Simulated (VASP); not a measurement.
Crystal: CdS (Hawleyite).

```
Cd S
1.0
     0.00000    2.91650    2.91650
     2.91650    0.00000    2.91650
     2.91650    2.91650    0.00000
Cd S
1 1
Direct
  0.00000 0.00000 0.00000
  0.75000 0.75000 0.75000
```

| Quantity | Value |
| --- | --- |
| Program | VASP 6.6.1 |
| Task | relaxation of cell and atoms |
| Functional | PBEsol |
| Dispersion | D3(BJ) |
| Potentials or basis | VASP PAW PBE potentials, release 64 (Cd, S) |
| Cutoff | 600 eV |
| k mesh | 8 × 8 × 8 |
| Occupations | fermi-dirac, width 0.05 eV |
| Spin | no spin polarisation |

At the start: pressure -1.7 GPa; volume 24.81 Å³/atom.

How do energy, volume and symmetry change on relaxing?

Over 3 steps the energy falls by 3.5 meV/atom and the volume is 24.15 Å³/atom (-2.7 %); space group F-43m (No. 216, to 0.05 Å).

The path:
```tsv
step	energy change (eV)	largest force (eV/Å)	pressure (GPa)	volume (Å³)
1	0.0000	0.0000	-1.67	49.62
2	-0.0059	0.0000	0.73	47.78
3	-0.0070	0.0000	0.01	48.30
```

Final structure:
```yaml
crystal:
  lattice:
    - [0.00000, 2.89048, 2.89048]
    - [2.89048, 0.00000, 2.89048]
    - [2.89048, 2.89048, 0.00000]
  atoms:
    - { symbol: Cd, position: [0.00000, 0.00000, 0.00000] }
    - { symbol: S, position: [0.75000, 0.75000, 0.75000] }
```

Caveat: the PAW data sets were made with another functional, which shifts forces and pressure a little.
